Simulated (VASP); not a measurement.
Here is a VASP 6.6.1 calculation.

File POSCAR:

```
Pt
1.0
    0.0000000000      1.9208704006      1.9208704006
    1.9208704006      0.0000000000      1.9208704006
    1.9208704006      1.9208704006      0.0000000000
Pt
1
Direct
    0.0000000000      0.0000000000      0.0000000000
```

INCAR.step1

```
PREC = Accurate
ENCUT = 520
ISMEAR = -1
SIGMA = 0.05
LREAL = False
LASPH = True
NELM = 80
NBANDS = 11
GGA = PE
ALGO = Normal
EDIFF = 1E-4
LWAVE = True
LCHARG = False
```

INCAR.step2

```
PREC = Accurate
ENCUT = 520
EDIFF = 1E-6
ISMEAR = -1
SIGMA = 0.05
LREAL = False
LASPH = True
NELM = 80
ALGO = Normal
ISIF = 2
LWAVE = False
LCHARG = False
METAGGA = R2SCAN
LMIXTAU = True
NBANDS = 11
ISTART = 1
```

The input KPOINTS:

```
regular mesh
0
Gamma
  12 12 12
```

Potentials or basis: VASP PAW PBE potentials, release 64 (Pt).

Run with:

```console
$ cat potpaw_PBE.64/Pt/POTCAR > POTCAR
$ cp INCAR.step1 INCAR
$ mpirun -np 1 vasp_std > vasp.out
$ cp INCAR.step2 INCAR
$ mpirun -np 1 vasp_std > vasp.out
```

(1) Predict the pressure.

(2) Predict the band gap on the k mesh.

Results:

(1) 26.7 GPa.

(2) zero (band 5 reaches 12.86 eV, above the bottom of band 6 at 10.22 eV).

Caveat: the PAW data sets were made with another functional, which shifts forces and pressure a little; spin-orbit coupling is left out, which moves the levels of the heavy elements.
